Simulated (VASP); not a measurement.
# TiH6 (Pm-3m) in VASP: notebook

Runs on TiH6. Level: PBE. Tasks: single point, relaxation of cell and atoms.

Program: VASP 6.6.1. These are calculated values, not measurements. Logs are shortened: lines on timing, memory, paths and dates and some standing lists are left out, and cuts for length are marked.

## 1. The cell of the first run

The structure is cubic, space group Pm-3m (No. 221). Conventional cell: a = 3.273 Å, b = 3.273 Å, c = 3.273 Å, α = 90.00°, β = 90.00°, γ = 90.00°. Ti (site symmetry m-3m) has 24 H at 2.36 Å within 3.1 Å. H (site symmetry 4mm) has 1 H at 0.94 Å within 1.3 Å.

The cell was generated, and may not be a known phase.

## 2. Single point, PBE

File INCAR:

```
SYSTEM = TiH6
ALGO = Normal ; EDIFF = 1E-6
ENCUT = 500 ; GGA = PE
GGA_COMPAT = .FALSE. ; ISIF = 2
ISMEAR = 0 ; LASPH = .TRUE.
LCHARG = .FALSE. ; LREAL = .FALSE.
LWAVE = .FALSE. ; NBANDS = 18
NELM = 120 ; PREC = Accurate
SIGMA = 0.1
```

File KPOINTS:

```
k-points
0
G
  4 4 4
  0 0 0
```

File POSCAR:

```
TiH6
1.0
    3.2729102149      0.0000000000      0.0000000000
    0.0000000000      3.2729102149      0.0000000000
    0.0000000000      0.0000000000      3.2729102149
Ti H
1 6
Direct
    0.5000000000      0.5000000000      0.5000000000
    0.6431854559      0.0000000000      0.0000000000
    0.3568145441      0.0000000000      0.0000000000
    0.0000000000      0.6431854559      0.0000000000
    0.0000000000      0.3568145441      0.0000000000
    0.0000000000      0.0000000000      0.6431854559
    0.0000000000      0.0000000000      0.3568145441
```

Potentials or basis: VASP PAW PBE potentials, release 64 (Ti_sv, H).

Launch:

```
$ cat potpaw_PBE.64/Ti_sv/POTCAR potpaw_PBE.64/H/POTCAR > POTCAR
$ mpirun -np 1 vasp_std > vasp.out
```

OUTCAR:

```text
SYSTEM = TiH6
   EDIFF = 1E-6
   ENCUT = 500
   GGA = PE
   ISIF = 2
   ISMEAR = 0
   LASPH = .TRUE.
   LREAL = .FALSE.
   NELM = 120
   PREC = Accurate

 ion  position               nearest neighbor table
   1  0.500  0.500  0.500-
   2  0.643  0.000  0.000-
   3  0.357  0.000  0.000-
   4  0.000  0.643  0.000-
   5  0.000  0.357  0.000-
   6  0.000  0.000  0.643-
   7  0.000  0.000  0.357-

  LATTYP: Found a simple cubic cell.
 ALAT       =     3.2729102149

  Lattice vectors:

 A1 = (   3.2729102149,   0.0000000000,   0.0000000000)
 A2 = (   0.0000000000,   3.2729102149,   0.0000000000)
 A3 = (   0.0000000000,   0.0000000000,   3.2729102149)

Analysis of symmetry for initial positions (statically):
=====================================================================
 Subroutine PRICEL returns:
 Original cell was already a primitive cell.

 Routine SETGRP: Setting up the symmetry group for a
 simple cubic supercell.

 Subroutine GETGRP returns: Found 48 space group operations
 (whereof 48 operations were pure point group operations)
 out of a pool of 48 trial point group operations.

The static configuration has the point symmetry O_h .

Analysis of symmetry for dynamics (positions and initial velocities):
=====================================================================
 Subroutine PRICEL returns:
 Original cell was already a primitive cell.

 Routine SETGRP: Setting up the symmetry group for a
 simple cubic supercell.

 Subroutine GETGRP returns: Found 48 space group operations
 (whereof 48 operations were pure point group operations)
 out of a pool of 48 trial point group operations.

The dynamic configuration has the point symmetry O_h .

 Subroutine INISYM returns: Found 48 space group operations
 (whereof 48 operations are pure point group operations),
 and found     1 'primitive' translations

----------------------------------------------------------------------------------------

                                     Primitive cell

  volume of cell :      35.0592

  direct lattice vectors                    reciprocal lattice vectors
     3.272910215  0.000000000  0.000000000     0.305538476  0.000000000  0.000000000
     0.000000000  3.272910215  0.000000000     0.000000000  0.305538476  0.000000000
     0.000000000  0.000000000  3.272910215     0.000000000  0.000000000  0.305538476

  length of vectors
     3.272910215  3.272910215  3.272910215     0.305538476  0.305538476  0.305538476

  position of ions in fractional coordinates (direct lattice)
     0.500000000  0.500000000  0.500000000
     0.643185456  0.000000000  0.000000000
     0.356814544  0.000000000  0.000000000
     0.000000000  0.643185456  0.000000000
     0.000000000  0.356814544  0.000000000
     0.000000000  0.000000000  0.643185456
     0.000000000  0.000000000  0.356814544

  ion indices of the primitive-cell ions
   primitive index   ion index
                 1           1
                 2           2
                 3           3
                 4           4
                 5           5
                 6           6
                 7           7

----------------------------------------------------------------------------------------

 KPOINTS: k-points

Automatic generation of k-mesh.
 Grid dimensions read from file:
 generate k-points for:    4    4    4

 Generating k-lattice:

  Cartesian coordinates                     Fractional coordinates (reciprocal lattice)
     0.076384619  0.000000000  0.000000000     0.250000000  0.000000000  0.000000000
     0.000000000  0.076384619  0.000000000     0.000000000  0.250000000  0.000000000
     0.000000000  0.000000000  0.076384619     0.000000000  0.000000000  0.250000000

  Length of vectors
     0.076384619  0.076384619  0.076384619

  Shift w.r.t. Gamma in fractional coordinates (k-lattice)
     0.000000000  0.000000000  0.000000000

 Subroutine IBZKPT returns following result:
 ===========================================

 Found     10 irreducible k-points:

 Following reciprocal coordinates:
[... 47 lines left out ...]
 fundamental gap:      0.0223299344
 Fermi energy:         6.6295866643

 k-point     1 :       0.0000    0.0000    0.0000
  band No.  band energies     occupation
      1     -50.5034      2.00000
      2     -26.7667      2.00000
      3     -26.7667      2.00000
      4     -26.7667      2.00000
      5      -8.1330      2.00000
      6       0.5983      2.00000
[... 10 lines left out ...]
     17      21.6232      0.00000
     18      21.6233      0.00000

 k-point     2 :       0.2500    0.0000    0.0000
  band No.  band energies     occupation
      1     -50.4980      2.00000
      2     -26.8381      2.00000
      3     -26.7606      2.00000
      4     -26.7606      2.00000
      5      -7.3661      2.00000
      6      -1.2034      2.00000
[... 10 lines left out ...]
     17      16.9194      0.00000
     18      18.2283      0.00000

 k-point     3 :       0.5000    0.0000    0.0000
  band No.  band energies     occupation
      1     -50.4926      2.00000
      2     -26.9086      2.00000
      3     -26.7544      2.00000
      4     -26.7544      2.00000
      5      -5.9799      2.00000
      6      -3.4702      2.00000
[... 10 lines left out ...]
     17      15.3382      0.00000
     18      15.3382      0.00000

 k-point     4 :       0.2500    0.2500    0.0000
  band No.  band energies     occupation
      1     -50.4927      2.00000
      2     -26.8323      2.00000
      3     -26.8260      2.00000
      4     -26.7546      2.00000
      5      -6.6592      2.00000
      6      -1.1314      2.00000
[... 81 lines left out ...]
      4     -26.8095      2.00000
      5      -4.7966      2.00000
      6      -2.6317      2.00000
[... 10 lines left out ...]
     17      15.2066      0.00000
     18      17.4599      0.00000

 k-point     9 :       0.5000    0.5000    0.2500
  band No.  band energies     occupation
      1     -50.4772      2.00000
      2     -26.8747      2.00000
      3     -26.8747      2.00000
      4     -26.8039      2.00000
      5      -3.6107      2.00000
      6      -2.3148      2.00000
[... 10 lines left out ...]
     17      16.2770      0.00000
     18      18.1922      0.00000

 k-point    10 :       0.5000    0.5000    0.5000
  band No.  band energies     occupation
      1     -50.4722      2.00000
      2     -26.8642      2.00000
      3     -26.8642      2.00000
      4     -26.8642      2.00000
      5      -2.3762      2.00000
      6      -2.3762      2.00000
[... 10 lines left out ...]
     17      15.3615      0.00000
     18      20.8577      0.00000

------------------------ aborting loop because EDIFF is reached ----------------------------------------

  FORCE on cell =-STRESS in cart. coord.  units (eV):
  Direction    XX          YY          ZZ          XY          YZ          ZX
  --------------------------------------------------------------------------------------
  -------------------------------------------------------------------------------------
  Total       -0.0726121     -0.0726121     -0.0726121     -0.0000000      0.0000000      0.0000000
  in kB       -3.3183107     -3.3183107     -3.3183107     -0.0000000      0.0000000      0.0000000
  external PRESSURE =      -3.3183107 kB  Pullay stress =       0.0000000 kB

 VOLUME and BASIS-vectors are now :
 -----------------------------------------------------------------------------
  energy-cutoff  :      500.00
  volume of cell :       35.06
      direct lattice vectors                 reciprocal lattice vectors
     3.272910215  0.000000000  0.000000000     0.305538476  0.000000000  0.000000000
     0.000000000  3.272910215  0.000000000     0.000000000  0.305538476  0.000000000
     0.000000000  0.000000000  3.272910215     0.000000000  0.000000000  0.305538476

 POSITION                                       TOTAL-FORCE (eV/Angst)
 -----------------------------------------------------------------------------------
      1.63646      1.63646      1.63646         0.000000      0.000000      0.000000
      2.10509      0.00000      0.00000         0.003226      0.000000      0.000000
      1.16782      0.00000      0.00000        -0.003226      0.000000      0.000000
      0.00000      2.10509      0.00000         0.000000      0.003226      0.000000
      0.00000      1.16782      0.00000         0.000000     -0.003226      0.000000
      0.00000      0.00000      2.10509         0.000000      0.000000      0.003226
      0.00000      0.00000      1.16782         0.000000      0.000000     -0.003226
 -----------------------------------------------------------------------------------
    total drift:                                0.000000      0.000000     -0.000000

  FREE ENERGIE OF THE ION-ELECTRON SYSTEM (eV)
  ---------------------------------------------------
  free  energy   TOTEN  =       -23.7618413491 eV

  energy  without entropy=      -23.7259138911  energy(sigma->0) =      -23.74387762
```

It took 3.9 s on 1 thread of AMD EPYC 9R45 (Zen 5), shared host; peak memory 0.11 GiB.

Results:

| Property | Result |
| --- | --- |
| Free energy | -23.7618 eV |
| Pressure | -0.3 GPa |
| Largest force | 0.003 eV/Å |
| Band gap on the k mesh | zero (bands 9 and 10 overlap by 2.64 eV) |

Forces in eV/Å, atoms in the order of the input:
```
Ti   0.000  0.000  0.000
H    0.003  0.000  0.000
H   -0.003  0.000  0.000
H    0.000  0.003  0.000
H    0.000 -0.003  0.000
H    0.000  0.000  0.003
H    0.000  0.000 -0.003
```

Caveat: the k points lie up to 0.48 Å⁻¹ apart, too coarse for converged energies and pressures of a metal.

## 3. Single point, PBE

This run uses another cell than the first one, of 8.30 Å³/atom.

File INCAR:

```
SYSTEM = TiH6
PREC = Accurate
ENCUT = 500
EDIFF = 1E-6
ISMEAR = 0
SIGMA = 0.1
LREAL = .FALSE.
LASPH = .TRUE.
NELM = 120
ALGO = Normal
ISIF = 2
LWAVE = .FALSE.
LCHARG = .TRUE.
GGA = PE
LELF = .TRUE.
LVHAR = .TRUE.
NBANDS = 18
GGA_COMPAT = .FALSE.
```

File KPOINTS:

```
Automatic mesh
0
G
  4 4 4
  0 0 0
```

File POSCAR:

```
TiH6
1.0
    3.8728649400      0.0000000000      0.0000000000
    0.0000000000      3.8728649400      0.0000000000
    0.0000000000      0.0000000000      3.8728649400
Ti H
1 6
Direct
    0.5000000000      0.5000000000      0.5000000000
    0.6405150900      0.0000000000      0.0000000000
    0.3594849100      0.0000000000      0.0000000000
    0.0000000000      0.6405150900      0.0000000000
    0.0000000000      0.3594849100      0.0000000000
    0.0000000000      0.0000000000      0.6405150900
    0.0000000000      0.0000000000      0.3594849100
```

Potentials or basis: VASP PAW PBE potentials, release 64 (Ti_sv, H).

Launch:

```
$ cat potpaw_PBE.64/Ti_sv/POTCAR potpaw_PBE.64/H/POTCAR > POTCAR
$ mpirun -np 1 vasp_std > vasp.out
```

It took 6.6 s on 1 thread of AMD EPYC 9R45 (Zen 5), shared host; peak memory 0.13 GiB.

The run converged. Its results:

* Free energy: -21.9182 eV
* Pressure: -17.8 GPa
* Largest force: 1.721 eV/Å
* Band gap on the k mesh: zero (bands 9 and 10 overlap by 1.31 eV)

Forces in eV/Å, atoms in the order of the input:
```
Ti   0.000  0.000  0.000
H   -1.721  0.000  0.000
H    1.721  0.000  0.000
H    0.000 -1.721  0.000
H    0.000  1.721  0.000
H    0.000  0.000 -1.721
H    0.000  0.000  1.721
```

Levels at points of the mesh, in eV from the Fermi level:
```csv
k point,band 5,band 6,band 7,band 8,band 9,band 10,band 11,band 12
"(0.00, 0.00, 0.00)",-10.66,-4.78,-4.78,0.49,0.49,0.68,0.68,0.68
"(0.50, 0.00, 0.00)",-9.24,-7.51,-4.27,-0.54,-0.31,-0.31,0.74,0.89
"(0.50, 0.50, 0.00)",-7.84,-6.84,-6.84,-1.33,0.22,0.22,0.95,0.96
"(0.50, 0.50, 0.50)",-6.71,-6.71,-6.71,-3.56,1.00,1.00,1.22,1.22
```

Caveat: the k points lie up to 0.41 Å⁻¹ apart, too coarse for converged energies and pressures of a metal; forces of over 1 eV/Å act on the atoms, so gaps and moduli don't describe the material at rest.

## 4. Single point, PBE

INCAR: that of step 3 with these lines changed.

```diff
@@ -12,6 +12,4 @@
 LWAVE = .FALSE.
-LCHARG = .TRUE.
+LCHARG = .FALSE.
 GGA = PE
-LELF = .TRUE.
-LVHAR = .TRUE.
 NBANDS = 18
```

File KPOINTS:

```
Automatic mesh
0
G
  6 6 6
  0 0 0
```

File POSCAR:

```
TiH6
1.0
    3.2729102149      0.0000000000      0.0000000000
    0.0000000000      3.2729102149      0.0000000000
    0.0000000000      0.0000000000      3.2729102149
Ti H
1 6
Direct
    0.5000000000      0.5000000000      0.5000000000
    0.6431854559      0.0000000000      0.0000000000
    0.3568145441      0.0000000000      0.0000000000
    0.0000000000      0.6431854559      0.0000000000
    0.0000000000      0.3568145441      0.0000000000
    0.0000000000      0.0000000000      0.6431854559
    0.0000000000      0.0000000000      0.3568145441
```

Launch:

```
$ cat potpaw_PBE.64/Ti_sv/POTCAR potpaw_PBE.64/H/POTCAR > POTCAR
$ mpirun -np 1 vasp_std > vasp.out
```

Run time: 6.2 s. Hardware: 1 thread of AMD EPYC 9R45 (Zen 5), shared host; peak memory 0.11 GiB.

The run converged. Its results:

* Free energy: -23.8523 eV
* Pressure: -0.5 GPa
* Largest force: 0.034 eV/Å
* Band gap on the k mesh: zero (bands 9 and 10 overlap by 2.69 eV)

Forces on the atoms (eV/Å):
```
Ti   0.000  0.000  0.000
H    0.034  0.000  0.000
H   -0.034  0.000  0.000
H    0.000  0.034  0.000
H    0.000 -0.034  0.000
H    0.000  0.000  0.034
H    0.000  0.000 -0.034
```

Levels at points of the mesh, in eV from the Fermi level:
```tsv
k point	band 5	band 6	band 7	band 8	band 9	band 10	band 11	band 12	band 13	band 14
(0.00, 0.00, 0.00)	-14.87	-6.16	-6.16	1.15	1.15	1.15	1.21	1.21	1.43	1.43
(0.50, 0.00, 0.00)	-12.72	-10.22	-4.90	-1.30	-0.92	-0.92	1.28	1.75	4.83	5.04
(0.50, 0.50, 0.00)	-11.06	-9.00	-9.00	-2.24	0.11	0.11	1.39	1.84	2.61	3.65
(0.50, 0.50, 0.50)	-9.12	-9.12	-9.12	-5.65	1.76	1.76	1.76	1.91	1.91	2.50
```

## 5. Relaxation of cell and atoms, PBE

This run uses another cell than the first one, of 8.30 Å³/atom.

File INCAR:

```
PREC     = Accurate       # precision mode
ENCUT    = 500            # plane-wave cutoff, eV
EDIFF    = 1E-7           # SCF threshold, eV
ISMEAR   = 0              # smearing method
SIGMA    = 0.1            # smearing width, eV
LREAL    = False          # projectors in reciprocal space
LASPH    = True           # aspherical terms in the spheres
NELM     = 120            # most SCF steps
ALGO     = Normal         # electronic algorithm
ISIF     = 3              # what is computed and relaxed
LWAVE    = False          # write WAVECAR
LCHARG   = False          # write CHGCAR
GGA      = PE             # functional
IBRION   = 2              # ionic algorithm
NSW      = 90             # ionic steps
EDIFFG   = -0.04          # ionic threshold
GGA_COMPAT= False        
NELMIN   = 4
```

File KPOINTS:

```
regular mesh
0
Gamma
  4 4 4
```

File POSCAR:

```
TiH6
1.0
    3.8728649400      0.0000000000      0.0000000000
    0.0000000000      3.8728649400      0.0000000000
    0.0000000000      0.0000000000      3.8728649400
Ti H
1 6
Direct
    0.5000000000      0.5000000000      0.5000000000
    0.6405150900      0.0000000000      0.0000000000
    0.3594849100      0.0000000000      0.0000000000
    0.0000000000      0.6405150900      0.0000000000
    0.0000000000      0.3594849100      0.0000000000
    0.0000000000      0.0000000000      0.6405150900
    0.0000000000      0.0000000000      0.3594849100
```

Launch:

```
$ cat potpaw_PBE.64/Ti_sv/POTCAR potpaw_PBE.64/H/POTCAR > POTCAR
$ mpirun -np 1 vasp_std > vasp.out
```

Run time: 47 s. Hardware: 1 thread of AMD EPYC 9R45 (Zen 5), shared host; peak memory 0.14 GiB.

The run converged. Its results:

- Free energy: -23.6090 eV
- Relaxed volume: 5.28 Å³/atom
- Relaxed cell: a = 3.331 Å, b = 3.331 Å, c = 3.331 Å, α = 90.00°, β = 90.00°, γ = 90.00°
- Space group after relaxing (to 0.1 Å): Pm-3m (No. 221)
- Energy gained by relaxing: 241.5 meV/atom
- Ionic steps: 9
- Pressure after relaxing: -0.9 GPa
- Largest force after relaxing: 0.036 eV/Å
- Band gap on the k mesh: zero (bands 9 and 10 overlap by 2.33 eV)

Forces on the atoms (eV/Å):
```
Ti   0.000  0.000  0.000
H    0.036  0.000  0.000
H   -0.036  0.000  0.000
H    0.000  0.036  0.000
H    0.000 -0.036  0.000
H    0.000  0.000  0.036
H    0.000  0.000 -0.036
```

The path:
```
step  energy change (eV)  largest force (eV/Å)  pressure (GPa)  volume (Å³)
   1              0.0000                1.7207          -17.80        58.09
   2             -1.3143                0.5319           -9.77        50.68
   3             -1.4241                0.6295           -4.72        48.29
   4             -1.4261                0.4100           -5.62        48.66
   5             -1.4261                0.5150           -5.18        48.48
   6             -1.5446                0.2566           -5.65        46.15
   7             -1.7871                0.0217           -4.76        39.60
   8             -1.4959                0.0520           22.35        28.42
   9             -1.6908                0.0364           -0.88        36.96
```

Final structure:
```yaml
crystal:
  lattice:
    - [3.33108, 0.00000, 0.00000]
    - [0.00000, 3.33108, 0.00000]
    - [0.00000, 0.00000, 3.33108]
  atoms:
    - { symbol: Ti, position: [0.50000, 0.50000, 0.50000] }
    - { symbol: H, position: [0.63524, 0.00000, 0.00000] }
    - { symbol: H, position: [0.36476, 0.00000, 0.00000] }
    - { symbol: H, position: [0.00000, 0.63524, 0.00000] }
    - { symbol: H, position: [0.00000, 0.36476, 0.00000] }
    - { symbol: H, position: [0.00000, 0.00000, 0.63524] }
    - { symbol: H, position: [0.00000, 0.00000, 0.36476] }
```

Levels at points of the mesh, in eV from the Fermi level:
| k point | band 6 | band 7 | band 8 | band 9 | band 10 | band 11 | band 12 | band 13 |
| --- | --- | --- | --- | --- | --- | --- | --- | --- |
| (0.00, 0.00, 0.00) | -6.40 | -6.40 | 1.17 | 1.17 | 1.34 | 1.34 | 1.34 | 5.24 |
| (0.50, 0.00, 0.00) | -10.15 | -5.39 | -1.02 | -0.63 | -0.63 | 1.46 | 1.88 | 4.50 |
| (0.50, 0.50, 0.00) | -9.06 | -9.06 | -2.03 | 0.34 | 0.34 | 1.55 | 1.99 | 2.46 |
| (0.50, 0.50, 0.50) | -9.12 | -9.12 | 1.71 | 1.71 | 1.72 | 2.07 | 2.07 | 2.50 |

Caveat: the k points lie up to 0.47 Å⁻¹ apart in the final cell, too coarse for converged energies and pressures of a metal; the volume moved by over 15 % at a fixed basis, so the end points are rough.

## 6. Summary

```tsv
task	cell	k mesh	gap on the mesh (eV)	pressure (GPa)	largest force (eV/Å)
single point	a = 3.273 Å, 7 atoms, atomic positions A	4 × 4 × 4	none	-0.3	-
single point	a = 3.873 Å, 7 atoms, atomic positions B	4 × 4 × 4	none	-17.8	1.72
single point	a = 3.273 Å, 7 atoms, atomic positions A	6 × 6 × 6	none	-0.5	0.03
relaxation of cell and atoms	relaxed from a = 3.873 Å, 7 atoms, atomic positions B	4 × 4 × 4	none	-0.9	0.04
```

Alike in all rows: level PBE; potentials or basis VASP PAW PBE potentials, release 64 (Ti_sv, H); no spin polarisation; cutoff (eV) 500; smearing gaussian 0.1 eV.

Caveats: some runs use coarse meshes; forces of over 1 eV/Å act on the atoms, so gaps and moduli don't describe the material at rest (at least some runs); the volume moved by over 15 % at a fixed basis, so the end points are rough (at least some runs).

Absolute energies hang on the potentials; compare differences alone.

The gap in the log of VASP goes by the Fermi energy; the results here count the filled bands.